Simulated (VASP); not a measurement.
Runs of VASP 6.6.1 on AgBiTeSe. It takes space group P4/mmm (No. 123, tetragonal). The conventional cell has a = 4.202 Å, b = 4.202 Å, c = 6.292 Å, α = 90.00°, β = 90.00°, γ = 90.00°. Within 3.9 Å of Ag (site symmetry 4/mmm) lie 4 Te at 2.97 Å and 2 Se at 3.15 Å. Within 3.9 Å of Bi (site symmetry 4/mmm) lie 4 Se at 2.97 Å and 2 Te at 3.15 Å. Within 3.9 Å of Te (site symmetry 4/mmm) lie 4 Ag at 2.97 Å and 2 Bi at 3.15 Å. Within 3.9 Å of Se (site symmetry 4/mmm) lie 4 Bi at 2.97 Å and 2 Ag at 3.15 Å. 

| k mesh | smearing | gap on the mesh (eV) | pressure (GPa) |
| --- | --- | --- | --- |
| 4 × 4 × 2 | gaussian 0.1 eV | none | 0.5 |
| 1 × 1 × 2, shifted | gaussian 0.1 eV | 0.20 | 9.4 |
| 4 × 4 × 2 | methfessel-paxton 0.28 eV | none | 0.5 |
| 2 × 2 × 1 | gaussian 0.1 eV | (a) | -2.2 |

Alike in all rows: task single point; level PBE; potentials or basis VASP PAW PBE potentials, release 64 (Ag, Bi_d, Te, Se); no spin polarisation; cell as given; cutoff (eV) 520.

**Question.** Estimate the missing entries.

**Answer.** (a) 0.25.

Caveats: all runs use coarse meshes; spin-orbit coupling is left out, which moves the levels of the heavy elements.

A k mesh can miss the band edges, and the runs leave out spin-orbit coupling on Ag, Bi, Se, Te.

A gap of «none» marks levels without a gap at the run's occupations.
